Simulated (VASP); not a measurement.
A run of VASP 6.6.1 is set up as follows.

Contents of POSCAR:

```
AlGaN2
1.0
    3.1385264203      0.0000000000      0.0000000000
    0.0000000000      3.1385264203      0.0000000000
    0.0000000000      0.0000000000      4.3339095939
Al Ga N
1 1 2
Direct
    0.5000000000      0.5000000000      0.5000000000
    0.0000000000      0.0000000000      0.0000000000
    0.5000000000      0.0000000000      0.7387428355
    0.0000000000      0.5000000000      0.2612571645
```

The input INCAR.step1:

```
SYSTEM = AlGaN2
ALGO = Normal
EDIFF = 1E-5
ENCUT = 1460
GGA = PE
GGA_COMPAT = .False.
ISMEAR = 0
LASPH = .True.
LCHARG = .False.
LREAL = .False.
LWAVE = .True.
NBANDS = 21
NELM = 120
PREC = Accurate
SIGMA = 0.02
```

File INCAR.step2:

```
SYSTEM = AlGaN2
ALGO = Normal
EDIFF = 1E-6
ENCUT = 1460
GGA_COMPAT = .False.
ISIF = 2
ISMEAR = 0
ISTART = 1
LASPH = .True.
LCHARG = .False.
LMIXTAU = .True.
LREAL = .False.
LWAVE = .False.
METAGGA = R2SCAN
NBANDS = 21
NELM = 120
PREC = Accurate
SIGMA = 0.02
```

The input KPOINTS:

```
k-points
0
Gamma
  8 8 6
  0 0 0
```

Potentials or basis: VASP PAW PBE potentials, release 64 (Al, Ga_d, N_h).

Launch:

```sh
$ cat potpaw_PBE.64/Al/POTCAR potpaw_PBE.64/Ga_d/POTCAR potpaw_PBE.64/N_h/POTCAR > POTCAR
$ cp INCAR.step1 INCAR
$ mpirun -np 1 vasp_std > vasp.out
$ cp INCAR.step2 INCAR
$ mpirun -np 1 vasp_std > vasp.out
```

Question: What does it give for the largest force?

Answer: 0.093 eV/Å.

Question: Estimate the pressure.

Answer: 4.5 GPa.

Question: Estimate the band gap on the k mesh.

Answer: 3.56 eV.

Stress tensor (GPa, compression positive):
```
3.64 0.00 0.00
0.00 3.64 0.00
0.00 0.00 6.23
```

Caveat: the cell stands under pressure; the PAW data sets were made with another functional, which shifts forces and pressure a little. A k mesh can miss the band edges.
